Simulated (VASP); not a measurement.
# InSe (P2/m) in VASP: a series of runs

Runs on InSe. Level: PBEsol. Tasks: single point.

All numbers are computed with VASP 6.6.1; they aren't measurements. Logs are shortened: lines on timing, memory, paths and dates and some standing lists are left out, and cuts for length are marked.

### 1 The cell of the first run

It takes space group P2/m (No. 10, monoclinic). The conventional cell has a = 4.564 Å, b = 4.111 Å, c = 11.085 Å, α = 90.00°, β = 97.28°, γ = 90.00°. Within 3.8 Å of In (site symmetry m) lie 5 Se at 2.67 to 3.56 Å and 3 In at 2.79 to 3.73 Å. Within 4.2 Å of In (site symmetry m) lie 7 Se at 2.67 to 3.60 Å and 6 In at 2.94 to 4.11 Å. Se (site symmetry m) has 7 In at 2.67 to 3.60 Å and 2 Se at 3.58 Å within 3.7 Å. Se (site symmetry m) has 5 In at 2.67 to 3.56 Å and 3 Se at 3.40 to 3.58 Å within 3.6 Å.

### 2 Single point, PBEsol (the part above a cut slid along it)

INCAR

```
SYSTEM = InSe
  ALGO = Normal
  EDIFF = 1E-6
  ENCUT = 520
  GGA = PS
  ISIF = 2
  ISMEAR = 0
  LASPH = .True.
  LCHARG = .True.
  LELF = .True.
  LREAL = .False.
  LVHAR = .True.
  LWAVE = .False.
  NBANDS = 48
  NELM = 100
  PREC = Accurate
  SIGMA = 0.05
```

KPOINTS

```
k-points
0
Gamma
  6 7 3
  0 0 0
```

POSCAR

```
InSe
1.0
    1.6051187225      0.0000000000     -4.2720903381
    0.0000000000      4.1105485099      0.0000000000
   10.7867816795      0.0000000000      2.5526644231
In Se
4 4
Direct
    0.7024276677      0.0000000000      0.3858026583
    0.0024276677      0.5000000000      0.8858026583
   -0.1024276677      0.0000000000      0.6141973417
    0.5975723323      0.5000000000      0.1141973417
   -0.0446540384      0.0000000000      0.1547212196
    0.2553459616      0.5000000000      0.6547212196
    0.6446540384      0.0000000000      0.8452787804
    0.3446540384      0.5000000000      0.3452787804
```

Potentials or basis: VASP PAW PBE potentials, release 64 (In_d, Se).

Launch:

```console
> cat potpaw_PBE.64/In_d/POTCAR potpaw_PBE.64/Se/POTCAR > POTCAR
> mpirun -np 1 vasp_std > vasp.out
```

OUTCAR:

```text
SYSTEM = InSe
   EDIFF = 1E-6
   ENCUT = 520
   GGA = PS
   ISIF = 2
   ISMEAR = 0
   LASPH = .True.
   LREAL = .False.
   NELM = 100
   PREC = Accurate

 ion  position               nearest neighbor table
   1  0.702  0.000  0.386-   5 2.67   8 2.70   8 2.70   3 2.79   4 3.73   4 3.73
   2  0.002  0.500  0.886-   6 2.67   7 2.70   7 2.70   4 2.94   3 3.73   3 3.73   4 3.94
   3  0.898  0.000  0.614-   7 2.67   6 2.70   6 2.70   1 2.79   2 3.73   2 3.73
   4  0.598  0.500  0.114-   8 2.67   5 2.70   5 2.70   2 2.94   1 3.73   1 3.73   2 3.94
   5  0.955  0.000  0.155-   1 2.67   4 2.70   4 2.70
   6  0.255  0.500  0.655-   2 2.67   3 2.70   3 2.70
   7  0.645  0.000  0.845-   3 2.67   2 2.70   2 2.70
   8  0.345  0.500  0.345-   4 2.67   1 2.70   1 2.70

  LATTYP: Found a simple monoclinic cell.
 ALAT       =     4.5636785568
 B/A-ratio  =     0.9007094734
 C/A-ratio  =     2.4288976550
 COS(beta)  =    -0.1266895947

  Lattice vectors:

 A1 = (   1.6051187225,   0.0000000000,  -4.2720903381)
 A2 = (   0.0000000000,  -4.1105485099,   0.0000000000)
 A3 = ( -10.7867816795,   0.0000000000,  -2.5526644231)

Analysis of symmetry for initial positions (statically):
=====================================================================
 Subroutine PRICEL returns:
 Original cell was already a primitive cell.

 Routine SETGRP: Setting up the symmetry group for a
 simple monoclinic supercell.

 Subroutine GETGRP returns: Found  4 space group operations
 (whereof  2 operations were pure point group operations)
 out of a pool of  4 trial point group operations.

The static configuration has the point symmetry C_1h.
 The point group associated with its full space group is C_2h.

Analysis of symmetry for dynamics (positions and initial velocities):
=====================================================================
 Subroutine PRICEL returns:
 Original cell was already a primitive cell.

 Routine SETGRP: Setting up the symmetry group for a
 simple monoclinic supercell.

 Subroutine GETGRP returns: Found  4 space group operations
 (whereof  2 operations were pure point group operations)
 out of a pool of  4 trial point group operations.

The dynamic configuration has the point symmetry C_1h.
 The point group associated with its full space group is C_2h.

 Subroutine INISYM returns: Found  4 space group operations
 (whereof  2 operations are pure point group operations),
 and found     1 'primitive' translations

----------------------------------------------------------------------------------------

                                     Primitive cell

  volume of cell :     206.2650

  direct lattice vectors                    reciprocal lattice vectors
     1.605118723  0.000000000 -4.272090338     0.050870728  0.000000000 -0.214964191
     0.000000000  4.110548510  0.000000000     0.000000000  0.243276535  0.000000000
    10.786781680  0.000000000  2.552664423     0.085136278  0.000000000  0.031987580

  length of vectors
     4.563678557  4.110548510 11.084708145     0.220901413  0.243276535  0.090947189

  position of ions in fractional coordinates (direct lattice)
     0.702427668  0.000000000  0.385802658
     0.002427668  0.500000000  0.885802658
     0.897572332  0.000000000  0.614197342
     0.597572332  0.500000000  0.114197342
     0.955345962  0.000000000  0.154721220
     0.255345962  0.500000000  0.654721220
     0.644654038  0.000000000  0.845278780
     0.344654038  0.500000000  0.345278780

  ion indices of the primitive-cell ions
   primitive index   ion index
                 1           1
                 2           2
                 3           3
                 4           4
                 5           5
                 6           6
                 7           7
                 8           8

----------------------------------------------------------------------------------------

 KPOINTS: k-points

Automatic generation of k-mesh.
 Grid dimensions read from file:
 generate k-points for:    6    7    3

 Generating k-lattice:

  Cartesian coordinates                     Fractional coordinates (reciprocal lattice)
     0.008478455  0.000000000 -0.035827365     0.166666667  0.000000000  0.000000000
     0.000000000  0.034753791  0.000000000     0.000000000  0.142857143  0.000000000
     0.028378759  0.000000000  0.010662527    -0.000000000  0.000000000  0.333333333

  Length of vectors
     0.036816902  0.034753791  0.030315730

  Shift w.r.t. Gamma in fractional coordinates (k-lattice)
     0.000000000  0.000000000  0.000000000

 Subroutine IBZKPT returns following result:
 ===========================================

 Found     40 irreducible k-points:

 Following reciprocal coordinates:
            Coordinates               Weight
  0.000000  0.000000  0.000000      1.000000
  0.166667  0.000000  0.000000      2.000000
  0.333333  0.000000  0.000000      2.000000
  0.500000  0.000000  0.000000      1.000000
  0.000000  0.142857  0.000000      2.000000
  0.166667  0.142857  0.000000      4.000000
[... 16 lines left out ...]
  0.000000  0.142857  0.333333      4.000000
  0.166667  0.142857  0.333333      4.000000
 [... further k-points ...]
   k-points           NKPTS =     40   k-points in BZ     NKDIM =     40   number of bands    NBANDS=     48
   number of dos      NEDOS =    301   number of ions     NIONS =      8
   total plane-waves  NPLWV =  96768
   dimension x,y,z NGX =    36 NGY =   32 NGZ =   84
   dimension x,y,z NGXF=    72 NGYF=   64 NGZF=  168
   ions per type =               4   4
   NGX,Y,Z   is equivalent  to a cutoff of  13.11, 12.94, 12.60 a.u.
   NGXF,Y,Z  is equivalent  to a cutoff of  26.23, 25.88, 25.20 a.u.
 SYSTEM =  InSe
   PREC   = accura    normal or accurate (medium, high low for compatibility)
   ISTART =      0    job   : 0-new  1-cont  2-samecut
   ICHARG =      2    charge: 1-file 2-atom 10-const
   ISPIN  =      1    spin polarized calculation?
   LNONCOLLINEAR =      F non collinear calculations
   LSORBIT =      F    spin-orbit coupling
   LASPH  =      T    aspherical Exc in radial PAW
   ENCUT  =  520.0 eV  38.22 Ry    6.18 a.u.   8.49  7.64 20.61*2*pi/ulx,y,z
   NELM   =    100;   NELMIN=  2; NELMDL= -5     # of ELM steps
   EDIFF  = 0.1E-05   stopping-criterion for ELM
   LREAL  =      F    real-space projection
   EDIFFG = 0.1E-04   stopping-criterion for IOM
   NSW    =      0    number of steps for IOM
   IBRION =     -1    ionic relax: 0-MD 1-quasi-New 2-CG
   NFREE  =      0    steps in history (QN), initial steepest desc. (CG)
   ISIF   =      2    stress and relaxation
   ISYM   =      2    0-nonsym 1-usesym 2-fastsym
   POTIM  = 0.5000    time-step for ionic-motion
   TEBEG  =    0.0;   TEEND  =   0.0 temperature during run
   PSTRESS=    0.0 pullay stress
   NELECT =      76.0000    total number of electrons
   NUPDOWN=      -1.0000    fix difference up-down
   EMIN   =  10.00;   EMAX   =-10.00  energy-range for DOS
   EFERMI =   0.00;   METHOD = LEGACY
   ISMEAR =     0;   SIGMA  =   0.05  broadening in eV -4-tet -1-fermi 0-gaus
   EFERMI_NEDOS =   21; number of points for ismear=-14 and -15
   IALGO  =     38    algorithm
   IMIX   =      4    mixing-type and parameters
     AMIX     =   0.40;   BMIX     =  1.00
     AMIX_MAG =   1.60;   BMIX_MAG =  1.00
  volume/ion in A,a.u.               =      25.78       173.99
  Fermi-wavevector in a.u.,A,eV,Ry     =   1.173647  2.217871 18.741310  1.377447
  Thomas-Fermi vector in A             =   2.310057
   LORBIT       =      0    0 simple, 1 ext, 2 COOP (PROOUT), +10 PAW based schemes
   GGA     = PS    functional components
   LHFCALC =     F    Hartree Fock is set to
   AEXX    =    0.0000 exact exchange contribution
   IVDW    =     0    specifies the selected vdW correction
   LEPSILON=     F    determine dielectric tensor
   LRPA    =     F    only Hartree local field effects (RPA)
 non-spin polarized calculation
 Gauss-broadening in eV      SIGMA  =   0.05
  energy-cutoff  :      520.00
  volume of cell :      206.27
 maximum number of plane-waves:      5599
 NGX is ok and might be reduce to    36
   NGX = 17   NGY = 15   NGZ = 41

 number of electron      75.9999990 magnetization

 Free energy of the ion-electron system (eV)
  ---------------------------------------------------
  ext. energy  EPLUGINS =         0.00000000
  ---------------------------------------------------
  free energy    TOTEN  =       -29.80685171 eV

  energy without entropy =      -29.80260788  energy(sigma->0) =      -29.80472979

 E-fermi :   5.1130     XC(G=0):  -9.8364

 val. band max:        5.0942673078   @ k =   0.0000   0.2857   0.3333
 cond. band min:       5.1169999258   @ k =  -0.3333   0.1429   0.3333
 fundamental gap:      0.0227326180
 Fermi energy:         5.1129839823

 k-point     1 :       0.0000    0.0000    0.0000
  band No.  band energies     occupation
      1      -9.7236      2.00000
      2      -9.6501      2.00000
      3      -9.5570      2.00000
      4      -9.4076      2.00000
      5      -9.3647      2.00000
      6      -9.3615      2.00000
[... 40 lines left out ...]
     47      10.3829      0.00000
     48      10.4029      0.00000

 k-point     2 :       0.1667    0.0000    0.0000
  band No.  band energies     occupation
      1      -9.7227      2.00000
      2      -9.6505      2.00000
      3      -9.5612      2.00000
      4      -9.4092      2.00000
      5      -9.3645      2.00000
      6      -9.3567      2.00000
[... 40 lines left out ...]
     47       9.8519      0.00000
     48      10.3605      0.00000

 k-point     3 :       0.3333    0.0000    0.0000
  band No.  band energies     occupation
      1      -9.7212      2.00000
      2      -9.6500      2.00000
      3      -9.5677      2.00000
      4      -9.4124      2.00000
      5      -9.3597      2.00000
      6      -9.3535      2.00000
[... 1060 lines left out ...]
     47       9.9943      0.00000
     48      10.2967      0.00000

 k-point    24 :       0.1667    0.1429    0.3333
  band No.  band energies     occupation
      1      -9.7177      2.00000
      2      -9.6663      2.00000
      3      -9.5309      2.00000
      4      -9.4376      2.00000
      5      -9.4139      2.00000
      6      -9.3598      2.00000
[... 40 lines left out ...]
     47       9.8536      0.00000
     48      10.2775      0.00000

 [... further k-points ...]

------------------------ aborting loop because EDIFF is reached ----------------------------------------

  FORCE on cell =-STRESS in cart. coord.  units (eV):
  Direction    XX          YY          ZZ          XY          YZ          ZX
  --------------------------------------------------------------------------------------
  -------------------------------------------------------------------------------------
  Total        1.5681390      2.1215479      0.3158238      0.0000000      0.0000000      2.0060981
  in kB       12.1806258     16.4792666      2.4531826      0.0000000      0.0000000     15.5825022
  external PRESSURE =      10.3710250 kB  Pullay stress =       0.0000000 kB

 VOLUME and BASIS-vectors are now :
 -----------------------------------------------------------------------------
  energy-cutoff  :      520.00
  volume of cell :      206.27
      direct lattice vectors                 reciprocal lattice vectors
     1.605118723  0.000000000 -4.272090338     0.050870728  0.000000000 -0.214964191
     0.000000000  4.110548510  0.000000000     0.000000000  0.243276535  0.000000000
    10.786781680  0.000000000  2.552664423     0.085136278  0.000000000  0.031987580

 POSITION                                       TOTAL-FORCE (eV/Angst)
 -----------------------------------------------------------------------------------
      5.28905      0.00000     -2.01601         0.037409      0.000000     -0.052957
      9.55886      2.05527      2.25079         0.077161      0.000000     -0.449868
      8.06592      0.00000     -2.26667        -0.037409      0.000000      0.052957
      2.19100      2.05527     -2.26138        -0.077161      0.000000      0.449868
      3.20239      0.00000     -3.68637         0.312734      0.000000     -0.116650
      7.47220      2.05527      0.58042        -0.164606      0.000000     -0.237200
     10.15258      0.00000     -0.59631        -0.312734      0.000000      0.116650
      4.27766      2.05527     -0.59101         0.164606      0.000000      0.237200
 -----------------------------------------------------------------------------------
    total drift:                                0.000016      0.000000      0.000001

  FREE ENERGIE OF THE ION-ELECTRON SYSTEM (eV)
  ---------------------------------------------------
  free  energy   TOTEN  =       -29.8068517096 eV

  energy  without entropy=      -29.8026078750  energy(sigma->0) =      -29.80472979
```

Wall time 3.3 min (1 thread of AMD EPYC 9R45 (Zen 5), shared host); peak memory 0.44 GiB.

What came out:

```yaml
Free_energy: -29.8069 eV
Pressure: 1.0 GPa
Largest_force: 0.456 eV/Å
Band_gap_on_the_k_mesh: zero (bands 38 and 39 overlap by 0.60 eV)
```

Forces in eV/Å, atoms in the order of the input:
```
In   0.037  0.000 -0.053
In   0.077  0.000 -0.450
In  -0.037  0.000  0.053
In  -0.077  0.000  0.450
Se   0.313  0.000 -0.117
Se  -0.165  0.000 -0.237
Se  -0.313  0.000  0.117
Se   0.165  0.000  0.237
```

Caveat: the cell differs from its parent crystal (the part above a cut slid along it); the PAW data sets were made with another functional, which shifts forces and pressure a little; spin-orbit coupling is left out, which moves the levels of the heavy elements.

### 3 Single point, PBEsol (the part above a cut slid along it)

INCAR

```
SYSTEM = InSe
PREC = Accurate ; ENCUT = 520
EDIFF = 1E-6 ; ISMEAR = 0
SIGMA = 0.05 ; LREAL = .False.
LASPH = .True. ; NELM = 60
ALGO = Normal ; ISIF = 2
LWAVE = .False. ; LCHARG = .False.
GGA = PS ; NBANDS = 48
```

KPOINTS

```
Automatic mesh
0
Gamma
  6 7 3
  0 0 0
```

POSCAR

```
InSe
1.0
    1.6051187225      0.0000000000     -4.2720903381
    0.0000000000      4.1105485099      0.0000000000
   11.1078054240      0.0000000000      1.6982463554
In Se
4 4
Direct
    0.6252671360      0.0000000000      0.3858026583
   -0.1747328640      0.5000000000      0.8858026583
   -0.2252671360      0.0000000000      0.6141973417
    0.5747328640      0.5000000000      0.1141973417
   -0.0755982824      0.0000000000      0.1547212196
    0.1244017176      0.5000000000      0.6547212196
    0.4755982824      0.0000000000      0.8452787804
    0.2755982824      0.5000000000      0.3452787804
```

Potentials or basis: VASP PAW PBE potentials, release 64 (In_d, Se).

Launch:

```console
> cat potpaw_PBE.64/In_d/POTCAR potpaw_PBE.64/Se/POTCAR > POTCAR
> mpirun -np 1 vasp_std > vasp.out
```

OUTCAR:

```text
SYSTEM = InSe
   PREC = Accurate
   ENCUT = 520
   EDIFF = 1E-6
   ISMEAR = 0
   LREAL = .False.
   LASPH = .True.
   NELM = 60
   ISIF = 2
   GGA = PS

 ion  position               nearest neighbor table
   1  0.625  0.000  0.386-   5 2.67   8 2.70   8 2.70   3 2.79   4 3.73   4 3.73
   2  0.825  0.500  0.886-   4 2.59   6 2.67   7 2.70   7 2.70   3 3.73   3 3.73
   3  0.775  0.000  0.614-   7 2.67   6 2.70   6 2.70   1 2.79   2 3.73   2 3.73
   4  0.575  0.500  0.114-   2 2.59   8 2.67   5 2.70   5 2.70   1 3.73   1 3.73
   5  0.924  0.000  0.155-   1 2.67   4 2.70   4 2.70
   6  0.124  0.500  0.655-   2 2.67   3 2.70   3 2.70
   7  0.476  0.000  0.845-   3 2.67   2 2.70   2 2.70
[... 1443 lines left out ...]
  in kB       39.8804449     23.4571999     -9.2876573      0.0000000      0.0000000     -4.0128514
  external PRESSURE =      18.0166625 kB  Pullay stress =       0.0000000 kB

 VOLUME and BASIS-vectors are now :
 -----------------------------------------------------------------------------
  energy-cutoff  :      520.00
  volume of cell :      206.27
      direct lattice vectors                 reciprocal lattice vectors
     1.605118723  0.000000000 -4.272090338     0.033843473  0.000000000 -0.221361707
     0.000000000  4.110548510  0.000000000     0.000000000  0.243276535  0.000000000
    11.107805424  0.000000000  1.698246355     0.085136278  0.000000000  0.031987580

 POSITION                                       TOTAL-FORCE (eV/Angst)
 -----------------------------------------------------------------------------------
      5.28905      0.00000     -2.01601        -0.006148      0.000000     -0.157089
     11.16398      2.05527     -2.02130        -1.457748      0.000000     -0.627174
      8.06592      0.00000     -2.26667         0.006148      0.000000      0.157089
      2.19100      2.05527     -2.26138         1.457748      0.000000      0.627174
      3.20239      0.00000     -3.68637         0.600975      0.000000     -0.264199
      7.47220      2.05527      0.58042         0.055095      0.000000     -0.009176
     10.15258      0.00000     -0.59631        -0.600975      0.000000      0.264199
      4.27766      2.05527     -0.59101        -0.055095      0.000000      0.009176
 -----------------------------------------------------------------------------------
    total drift:                               -0.000007     -0.000000      0.000007

  FREE ENERGIE OF THE ION-ELECTRON SYSTEM (eV)
  ---------------------------------------------------
  free  energy   TOTEN  =       -30.0026082159 eV

  energy  without entropy=      -30.0013881349  energy(sigma->0) =      -30.00199818
```

OSZICAR:

```text
N       E                     dE             d eps       ncg     rms          rms(c)
DAV:   1     0.795286795683E+03    0.79529E+03   -0.34034E+04  3840   0.185E+03
DAV:   2     0.899159754636E+02   -0.70537E+03   -0.68459E+03  3848   0.489E+02
DAV:   3    -0.234587155293E+02   -0.11337E+03   -0.10971E+03  4608   0.198E+02
DAV:   4    -0.307981317093E+02   -0.73394E+01   -0.72873E+01  4696   0.495E+01
DAV:   5    -0.310390654736E+02   -0.24093E+00   -0.24076E+00  4712   0.914E+00    0.104E+01
DAV:   6    -0.300667389120E+02    0.97233E+00   -0.16342E+00  5104   0.175E+01    0.552E+00
DAV:   7    -0.300133321851E+02    0.53407E-01   -0.97466E-01  5752   0.628E+00    0.145E+00
DAV:   8    -0.300030178480E+02    0.10314E-01   -0.14875E-01  5360   0.363E+00    0.103E+00
DAV:   9    -0.300030201650E+02   -0.23171E-05   -0.17993E-02  5016   0.701E-01    0.441E-01
DAV:  10    -0.300025306884E+02    0.48948E-03   -0.29893E-03  5920   0.484E-01    0.291E-01
DAV:  11    -0.300026390477E+02   -0.10836E-03   -0.10291E-03  5264   0.294E-01    0.114E-01
DAV:  12    -0.300026056018E+02    0.33446E-04   -0.11843E-04  5432   0.113E-01    0.400E-02
DAV:  13    -0.300026076513E+02   -0.20495E-05   -0.26413E-05  5288   0.281E-02    0.251E-02
DAV:  14    -0.300026082159E+02   -0.56461E-06   -0.23143E-06  3096   0.181E-02
   1 F= -.30002608E+02 E0= -.30001998E+02  d E =-.122008E-02
```

It took 3.4 min on 1 thread of AMD EPYC 9R45 (Zen 5), shared host; peak memory 0.44 GiB.

What came out:

| Quantity | Value |
| --- | --- |
| Free energy | -30.0026 eV |
| Pressure | 1.8 GPa |
| Largest force | 1.587 eV/Å |
| Band gap on the k mesh | zero (bands 38 and 39 overlap by 0.30 eV) |

Forces in eV/Å, atoms in the order of the input:
```
In  -0.006  0.000 -0.157
In  -1.458  0.000 -0.627
In   0.006  0.000  0.157
In   1.458  0.000  0.627
Se   0.601  0.000 -0.264
Se   0.055  0.000 -0.009
Se  -0.601  0.000  0.264
Se  -0.055  0.000  0.009
```

Levels at points of the mesh, in eV from the Fermi level:
| k point | band 36 | band 37 | band 38 | band 39 | band 40 | band 41 |
| --- | --- | --- | --- | --- | --- | --- |
| (0.00, 0.00, 0.00) | -1.69 | -1.09 | -0.01 | 0.66 | 1.50 | 2.34 |
| (0.50, 0.00, 0.00) | -1.21 | -0.77 | 0.01 | 0.64 | 1.34 | 2.16 |

Caveat: the cell differs from its parent crystal (the part above a cut slid along it); the PAW data sets were made with another functional, which shifts forces and pressure a little; spin-orbit coupling is left out, which moves the levels of the heavy elements.

The gap in the log of VASP goes by the Fermi energy; the results here count the filled bands.